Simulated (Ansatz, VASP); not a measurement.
## Two plane-wave programs on Tl

Contents of INCAR:

```
PREC = Accurate
ENCUT = 520
EDIFF = 1E-6
ISMEAR = -1
SIGMA = 0.1
LREAL = False
LASPH = True
NELM = 100
ALGO = Normal
ISIF = 2
LWAVE = False
LCHARG = False
GGA = CA
NBANDS = 12
```

KPOINTS

```
regular mesh
0
Gamma
  13 13 13
```

The input POSCAR:

```
Tl
1.0
    0.0000000000      2.4466597147      2.4466597147
    2.4466597147      0.0000000000      2.4466597147
    2.4466597147      2.4466597147      0.0000000000
Tl
1
Direct
    0.0000000000      0.0000000000      0.0000000000
```

Input for Ansatz:

```yaml
crystal:
  lattice:
    - [0.0, 2.4466597147, 2.4466597147]
    - [2.4466597147, 0.0, 2.4466597147]
    - [2.4466597147, 2.4466597147, 0.0]
  atoms:
    - { symbol: Tl, position: [0.0, 0.0, 0.0] }
hamiltonian:
  xc: lda
  pseudopotentials:
    kind: paw
    azcp:
      Tl: "pseudopotentials/Tl.paw.azcp"
basis:
  ecutwfc: 420
  fft_grid_basis: typed
kpoints:
  mp_grid: { grid: [13, 13, 13], shift: [0, 0, 0] }
magnetization:
  spin_polarized: false
scf:
  occupations: { method: fermi_dirac, width: 0.1 }
  lower_state_search: "off"
output:
  stress: true
```

Alike in both runs: task single point; functional LDA; k mesh 13 × 13 × 13; occupations fermi-dirac, width 0.1 eV; no spin polarisation.

|  | VASP | Ansatz |
| --- | --- | --- |
| version | VASP 6.6.1 | Ansatz 0.2.0 |
| potentials or method | VASP PAW LDA potentials, release 64 (Tl_d), cutoff 520 eV | plane waves (420 eV) with PAW, scalar-relativistic |
| valence electrons in the cell | 13 | 13 |

|  | VASP | Ansatz | Ansatz less VASP |
| --- | --- | --- | --- |
| pressure (GPa) | -2.7 | -2.7 | -0.06 |

Ansatz warns that its potentials were made for another functional, while VASP's fit it. LDA's correlation is that of Perdew and Zunger in VASP and of Perdew and Wang (1992) in Ansatz.

Spin-orbit coupling is off throughout.
